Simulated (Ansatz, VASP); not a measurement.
# NiO2: VASP beside Ansatz

```
Ni O
1.0
     2.78453    0.00000    0.00000
    -1.39226    2.41147    0.00000
     0.00000    0.00000    4.87891
Ni O
1 2
Direct
  0.00000 0.00000 0.50000
  0.66667 0.33333 0.69121
  0.33333 0.66667 0.30879
```

Alike in both runs: functional PBEsol; k mesh 12 × 12 × 6; occupations gaussian, width 0.02 eV; no spin polarisation.

Ansatz relaxed the structure, and its values are those at the end. VASP's run is a single point on that final structure, the one shown.

```csv
,VASP,Ansatz
version,VASP 6.6.1,Ansatz 0.2.0
potentials or method,"VASP PAW PBE potentials, release 64 (Ni, O), cutoff 520 eV","scalar-relativistic, plane waves, PAW"
valence electrons in the cell,22,30
```

```csv
,VASP,Ansatz,Ansatz less VASP
gap on the k mesh at the Fermi level (eV),1.02,1.04,+0.022
least direct gap on the mesh (eV),1.25,1.28,+0.022
pressure (GPa),0.7,0.0,-0.68
rms of the force components (eV/Å),0.032,0.000,-0.0313
```

VASP's potentials were made for PBE, not for PBEsol. VASP's potentials hold 22 valence electrons a cell and Ansatz's 30, so a difference there can come from the potentials and not from the codes.
